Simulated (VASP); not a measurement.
Here is a VASP 6.6.1 calculation.

Contents of INCAR:

```
PREC = Accurate ; ENCUT = 520
EDIFF = 1E-6 ; ISMEAR = -1
SIGMA = 0.1 ; LREAL = False
LASPH = True ; NELM = 60
ALGO = Normal ; ISIF = 2
LWAVE = False ; LCHARG = False
GGA = RP ; NBANDS = 13
```

The input KPOINTS:

```
regular mesh
0
Gamma
  5 5 5
```

The input POSCAR:

```
W
1.0
    0.0000000000      2.0032858869      2.0032858869
    2.0032858869      0.0000000000      2.0032858869
    2.0032858869      2.0032858869      0.0000000000
W
1
Direct
    0.0000000000      0.0000000000      0.0000000000
```

Potentials or basis: VASP PAW PBE potentials, release 64 (W_sv).

Run with:

```console
$ cat potpaw_PBE.64/W_sv/POTCAR > POTCAR
$ mpirun -np 1 vasp_std > vasp.out
```

What does it give for the pressure?

10.6 GPa.

What does it give for the band gap on the k mesh?

Zero (band 7 reaches 12.46 eV, above the bottom of band 8 at 10.28 eV).

Caveat: the k points lie up to 0.54 Å⁻¹ apart; the PAW data sets were made with another functional, which shifts forces and pressure a little; spin-orbit coupling is left out, which moves the levels of the heavy elements.
